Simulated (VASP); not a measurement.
# NaH (Pm-3m) in VASP: settings compared

The runs below take NaH through single point, with PBE-based screened hybrid, HSE06+D3(BJ).

All numbers are computed with VASP 6.6.1; they aren't measurements. Logs are shortened: lines on timing, memory, paths and dates and some standing lists are left out, and cuts for length are marked.

## (1) The cell of the first run

The structure is cubic, space group Pm-3m (No. 221). The conventional cell has a = 2.932 Å, b = 2.932 Å, c = 2.932 Å, α = 90.00°, β = 90.00°, γ = 90.00°. Within 3.4 Å of Na (site symmetry m-3m) lie 8 H at 2.54 Å and 6 Na at 2.93 Å. Within 3.4 Å of H (site symmetry m-3m) lie 8 Na at 2.54 Å and 6 H at 2.93 Å.

## (2) Single point, PBE-based screened hybrid

Input file POSCAR:

```
NaH
1.0
    2.9323912064      0.0000000000      0.0000000000
    0.0000000000      2.9323912064      0.0000000000
    0.0000000000      0.0000000000      2.9323912064
Na H
1 1
Direct
    0.0000000000      0.0000000000      0.0000000000
    0.5000000000      0.5000000000      0.5000000000
```

Input file INCAR.step1:

```
SYSTEM = NaH
PREC = Accurate
ENCUT = 520
EDIFF = 1E-5
ISMEAR = 0
SIGMA = 0.01
LREAL = .FALSE.
LASPH = .TRUE.
NELM = 60
ALGO = Normal
ISIF = 2
LWAVE = .TRUE.
GGA = PE
NBANDS = 11
```

Input file INCAR.step2:

```
SYSTEM = NaH
PREC = Accurate
ENCUT = 520
EDIFF = 1E-6
ISMEAR = 0
SIGMA = 0.01
LREAL = .FALSE.
LASPH = .TRUE.
NELM = 60
ALGO = Normal
ISIF = 2
LWAVE = .FALSE.
LCHARG = .TRUE.
GGA = PE
LHFCALC = .TRUE.
AEXX = 1.0
HFSCREEN = 0.2078
PRECFOCK = Normal
LELF = .TRUE.
LVHAR = .TRUE.
ISTART = 1
NBANDS = 11
ALDAC = 1.0
AGGAC = 1.0
```

Input file KPOINTS:

```
Automatic mesh
0
G
  4 4 4
  0 0 0
```

Potentials or basis: VASP PAW PBE potentials, release 64 (Na_pv, H).

Run with:

```sh
> cat potpaw_PBE.64/Na_pv/POTCAR potpaw_PBE.64/H/POTCAR > POTCAR
> cp INCAR.step1 INCAR
> mpirun -np 1 vasp_std > vasp.out
> cp INCAR.step2 INCAR
> mpirun -np 1 vasp_std > vasp.out
```

OUTCAR:

```text
SYSTEM = NaH
   PREC = Accurate
   ENCUT = 520
   EDIFF = 1E-6
   ISMEAR = 0
   LREAL = .FALSE.
   LASPH = .TRUE.
   NELM = 60
   ISIF = 2
   GGA = PE
   LHFCALC = .TRUE.
   AEXX = 1.0
   HFSCREEN = 0.2078
   PRECFOCK = Normal
   ISTART = 1

 ion  position               nearest neighbor table
   1  0.000  0.000  0.000-
   2  0.500  0.500  0.500-

  LATTYP: Found a simple cubic cell.
 ALAT       =     2.9323912064

  Lattice vectors:

 A1 = (   2.9323912064,   0.0000000000,   0.0000000000)
 A2 = (   0.0000000000,   2.9323912064,   0.0000000000)
 A3 = (   0.0000000000,   0.0000000000,   2.9323912064)

Analysis of symmetry for initial positions (statically):
=====================================================================
 Subroutine PRICEL returns:
 Original cell was already a primitive cell.

 Routine SETGRP: Setting up the symmetry group for a
 simple cubic supercell.

 Subroutine GETGRP returns: Found 48 space group operations
 (whereof 48 operations were pure point group operations)
 out of a pool of 48 trial point group operations.

The static configuration has the point symmetry O_h .

Analysis of symmetry for dynamics (positions and initial velocities):
=====================================================================
 Subroutine PRICEL returns:
 Original cell was already a primitive cell.

 Routine SETGRP: Setting up the symmetry group for a
 simple cubic supercell.

 Subroutine GETGRP returns: Found 48 space group operations
 (whereof 48 operations were pure point group operations)
 out of a pool of 48 trial point group operations.

The dynamic configuration has the point symmetry O_h .

 Subroutine INISYM returns: Found 48 space group operations
 (whereof 48 operations are pure point group operations),
 and found     1 'primitive' translations

----------------------------------------------------------------------------------------

                                     Primitive cell

  volume of cell :      25.2154

  direct lattice vectors                    reciprocal lattice vectors
     2.932391206  0.000000000  0.000000000     0.341018619  0.000000000  0.000000000
     0.000000000  2.932391206  0.000000000     0.000000000  0.341018619  0.000000000
[... 83 lines left out ...]
   EMIN   =  10.00;   EMAX   =-10.00  energy-range for DOS
   EFERMI =   0.00;   METHOD = LEGACY
   ISMEAR =     0;   SIGMA  =   0.01  broadening in eV -4-tet -1-fermi 0-gaus
   EFERMI_NEDOS =   21; number of points for ismear=-14 and -15
   IALGO  =     38    algorithm
   IMIX   =      1    mixing-type and parameters
     AMIX     =   0.40;   BMIX     =  1.00
     AMIX_MAG =   1.60;   BMIX_MAG =  1.00
  volume/ion in A,a.u.               =      12.61        85.08
  Fermi-wavevector in a.u.,A,eV,Ry     =   1.116562  2.109997 16.962535  1.246711
  Thomas-Fermi vector in A             =   2.253177
   LORBIT       =      0    0 simple, 1 ext, 2 COOP (PROOUT), +10 PAW based schemes
   GGA     = PE    functional components
   LHFCALC =     T    Hartree Fock is set to
   PRECFOCK=normal    Normal, Fast or Accurate (Low or Medium for compatibility)
   ENCUT4O =  -1.0   cutoff for four orbital integrals eV
   NKREDX  =     1    reduce k-point grid by
   NKREDY  =     1    reduce k-point grid by
   NKREDZ  =     1    reduce k-point grid by
   AEXX    =    1.0000 exact exchange contribution
   HFSCREEN=    0.2078 screening length (either q_TF or 0.3 A-1)
   HFSCREENC=   0.2078 screening length for correlation (either q_TF or 0.3 A-1)
   ENCUTFOCK=  -1.0 apply spherical cutoff to Coloumb kernel
   IVDW    =     0    specifies the selected vdW correction
   LEPSILON=     F    determine dielectric tensor
   LRPA    =     F    only Hartree local field effects (RPA)
 non-spin polarized calculation
 Gauss-broadening in eV      SIGMA  =   0.01
  energy-cutoff  :      520.00
  volume of cell :       25.22
 maximum number of plane-waves:       691
 NGX is ok and might be reduce to    24
  NGX = 18; NGY = 18; NGZ = 18

 number of electron       8.0000014 magnetization

 Free energy of the ion-electron system (eV)
  ---------------------------------------------------
  ext. energy  EPLUGINS =         0.00000000
  ---------------------------------------------------
  free energy    TOTEN  =        -7.63742300 eV

  energy without entropy =       -7.63742300  energy(sigma->0) =       -7.63742300

 E-fermi :  -0.9258     XC(G=0):  -2.8478

 val. band max:       -1.0159470608   @ k =   0.5000   0.5000   0.5000
 cond. band min:       3.7794509646   @ k =   0.5000   0.0000   0.0000
 fundamental gap:      4.7953980254
 Fermi energy:        -0.9258421420

 k-point     1 :       0.0000    0.0000    0.0000
  band No.  band energies     occupation
      1     -35.5091      2.00000
      2     -35.5091      2.00000
      3     -35.5091      2.00000
      4      -9.0321      2.00000
      5      13.6112      0.00000
      6      14.8967      0.00000
      7      14.8967      0.00000
      8      16.9116      0.00000
      9      16.9116      0.00000
     10      16.9116      0.00000
     11      31.6007      0.00000
[... 113 lines left out ...]
 k-point    10 :       0.5000    0.5000    0.5000
  band No.  band energies     occupation
      1     -35.6175      2.00000
      2     -35.6175      2.00000
      3     -35.6175      2.00000
      4      -1.0159      2.00000
      5      10.2783      0.00000
      6      10.2783      0.00000
      7      10.2783      0.00000
      8      13.1045      0.00000
      9      13.1045      0.00000
     10      13.1045      0.00000
     11      21.2820      0.00000

------------------------ aborting loop because EDIFF is reached ----------------------------------------

  FORCE on cell =-STRESS in cart. coord.  units (eV):
  Direction    XX          YY          ZZ          XY          YZ          ZX
  --------------------------------------------------------------------------------------
  -------------------------------------------------------------------------------------
  Total       -0.1593214     -0.1593214     -0.1593214      0.0000000      0.0000000      0.0000000
  in kB      -10.1232293    -10.1232293    -10.1232293      0.0000000      0.0000000      0.0000000
  external PRESSURE =     -10.1232293 kB  Pullay stress =       0.0000000 kB

 VOLUME and BASIS-vectors are now :
 -----------------------------------------------------------------------------
  energy-cutoff  :      520.00
  volume of cell :       25.22
      direct lattice vectors                 reciprocal lattice vectors
     2.932391206  0.000000000  0.000000000     0.341018619  0.000000000  0.000000000
     0.000000000  2.932391206  0.000000000     0.000000000  0.341018619  0.000000000
     0.000000000  0.000000000  2.932391206     0.000000000  0.000000000  0.341018619

 POSITION                                       TOTAL-FORCE (eV/Angst)
 -----------------------------------------------------------------------------------
      0.00000      0.00000      0.00000         0.000000      0.000000      0.000000
      1.46620      1.46620      1.46620         0.000000      0.000000      0.000000
 -----------------------------------------------------------------------------------
    total drift:                               -0.000002     -0.000002     -0.000002

  FREE ENERGIE OF THE ION-ELECTRON SYSTEM (eV)
  ---------------------------------------------------
  free  energy   TOTEN  =        -7.6374229980 eV

  energy  without entropy=       -7.6374229980  energy(sigma->0) =       -7.63742300
```

Run time: 39 s. Hardware: 1 thread of Intel Xeon Platinum 8488C (Sapphire Rapids), shared host; peak memory 0.23 GiB.

What came out:

```yaml
Free_energy: -7.6374 eV
Pressure: -1.0 GPa
Band_gap_on_the_k_mesh: 4.80 eV, indirect (least direct gap 9.60 eV)
```

Levels at points of the mesh, in eV from the valence-band top:
| k point | band 1 | band 2 | band 3 | band 4 | band 5 | band 6 | band 7 | band 8 | band 9 |
| --- | --- | --- | --- | --- | --- | --- | --- | --- | --- |
| (0.00, 0.00, 0.00) | -34.49 | -34.49 | -34.49 | -8.02 | 14.63 | 15.91 | 15.91 | 17.93 | 17.93 |
| (0.50, 0.00, 0.00) | -34.66 | -34.48 | -34.48 | -4.80 | 4.80 | 16.84 | 19.40 | 20.17 | 20.17 |
| (0.50, 0.50, 0.00) | -34.62 | -34.62 | -34.47 | -2.45 | 8.35 | 8.35 | 11.73 | 20.87 | 24.49 |
| (0.50, 0.50, 0.50) | -34.60 | -34.60 | -34.60 | 0.00 | 11.29 | 11.29 | 11.29 | 14.12 | 14.12 |

Caveat: the k points lie up to 0.54 Å⁻¹ apart; the PAW data sets were made with another functional, which shifts forces and pressure a little.

## (3) Single point, HSE06+D3(BJ)

POSCAR is that of step 2.

INCAR.step1, as its differences from that of step 2:

```diff
@@ -8,3 +8,3 @@
 LASPH = .TRUE.
-NELM = 60
+NELM = 80
 ALGO = Normal
@@ -12,2 +12,3 @@
 LWAVE = .TRUE.
+LCHARG = .FALSE.
 GGA = PE
```

Input file INCAR.step2:

```
SYSTEM = NaH
PREC = Accurate
ENCUT = 520
EDIFF = 1E-6
ISMEAR = 0
SIGMA = 0.01
LREAL = .FALSE.
LASPH = .TRUE.
NELM = 80
ALGO = Normal
ISIF = 2
LWAVE = .FALSE.
LCHARG = .FALSE.
GGA = PE
LHFCALC = .TRUE.
HFSCREEN = 0.2079
PRECFOCK = Normal
IVDW = 12
VDW_S6 = 1.0
VDW_S8 = 2.31
VDW_A1 = 0.383
VDW_A2 = 5.685
ISTART = 1
NBANDS = 11
```

KPOINTS is that of step 2.

Potentials or basis: VASP PAW PBE potentials, release 64 (Na_pv, H).

Run with:

```sh
> cat potpaw_PBE.64/Na_pv/POTCAR potpaw_PBE.64/H/POTCAR > POTCAR
> cp INCAR.step1 INCAR
> mpirun -np 1 vasp_std > vasp.out
> cp INCAR.step2 INCAR
> mpirun -np 1 vasp_std > vasp.out
```

Wall time 37 s (1 thread of Intel Xeon Platinum 8488C (Sapphire Rapids), shared host); peak memory 0.24 GiB.

Results (log left out):

- Free energy: -5.8320 eV
- Pressure: -2.2 GPa
- Band gap on the k mesh: 1.89 eV, indirect (least direct gap 5.72 eV)
- Dispersion energy per atom: -0.205 eV

Levels at points of the mesh, in eV from the valence-band top:
| k point | band 1 | band 2 | band 3 | band 4 | band 5 | band 6 | band 7 | band 8 | band 9 |
| --- | --- | --- | --- | --- | --- | --- | --- | --- | --- |
| (0.00, 0.00, 0.00) | -27.11 | -27.11 | -27.11 | -6.59 | 10.27 | 12.22 | 12.22 | 13.92 | 13.92 |
| (0.50, 0.00, 0.00) | -27.29 | -27.09 | -27.09 | -3.83 | 1.89 | 12.50 | 15.57 | 15.99 | 15.99 |
| (0.50, 0.50, 0.00) | -27.26 | -27.26 | -27.08 | -1.96 | 5.25 | 5.25 | 8.07 | 16.35 | 20.18 |
| (0.50, 0.50, 0.50) | -27.23 | -27.23 | -27.23 | 0.00 | 7.95 | 7.95 | 7.95 | 10.42 | 10.42 |

Caveat: the k points lie up to 0.54 Å⁻¹ apart; the PAW data sets were made with another functional, which shifts forces and pressure a little. A k mesh can miss the band edges.
